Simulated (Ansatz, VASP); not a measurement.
Cd3I in VASP and in Ansatz

The input INCAR:

```
PREC = Accurate
ENCUT = 520
EDIFF = 1E-6
ISMEAR = 0
SIGMA = 0.1
LREAL = False
LASPH = True
NELM = 60
ALGO = Normal
ISIF = 2
LWAVE = False
LCHARG = False
GGA = PE
NBANDS = 30
```

Contents of KPOINTS:

```
Automatic mesh
0
Gamma
  4 4 4
```

POSCAR

```
Cd3I
1.0
    4.8129961749      0.0000000000      0.0000000000
    0.0000000000      4.8129961749      0.0000000000
    0.0000000000      0.0000000000      4.8129961749
Cd I
3 1
Direct
    0.0000000000      0.5000000000      0.5000000000
    0.5000000000      0.0000000000      0.5000000000
    0.5000000000      0.5000000000      0.0000000000
    0.0000000000      0.0000000000      0.0000000000
```

Input for Ansatz:

```yaml
crystal:
  lattice:
    - [4.8129961749, 0.0, 0.0]
    - [0.0, 4.8129961749, 0.0]
    - [0.0, 0.0, 4.8129961749]
  atoms:
    - { symbol: Cd, position: [0.0, 0.5, 0.5] }
    - { symbol: Cd, position: [0.5, 0.0, 0.5] }
    - { symbol: Cd, position: [0.5, 0.5, 0.0] }
    - { symbol: I, position: [0.0, 0.0, 0.0] }
basis:
  ecutwfc: 420
kpoints:
  mp_grid: { grid: [4, 4, 4] }
hamiltonian:
  xc: pbe
scf:
  occupations: { method: gaussian, width: 0.1 }
  lower_state_search: "off"
output:
  forces: true
  stress: true
  eigenvalues: true
```

Alike in both runs: task single point; functional PBE; k mesh 4 × 4 × 4; occupations gaussian, width 0.1 eV; no spin polarisation.

|  | VASP | Ansatz |
| --- | --- | --- |
| version | VASP 6.6.1 | Ansatz 0.2.0 |
| potentials or method | VASP PAW PBE potentials, release 64 (Cd, I), cutoff 520 eV | scalar-relativistic, plane waves, PAW |
| valence electrons in the cell | 43 | 77 |

|  | VASP | Ansatz | Ansatz less VASP |
| --- | --- | --- | --- |
| gap on the k mesh at the Fermi level (eV) | none | none | - |
| pressure (GPa) | 2.2 | 2.1 | -0.11 |

A gap of «none» marks a metal or a gap that the smearing closes. The functional is the same, so the differences come from potentials, cutoffs and numerics. VASP's potentials hold 43 valence electrons a cell and Ansatz's 77, so a difference there can come from the potentials and not from the codes.

Spin-orbit coupling is off throughout.
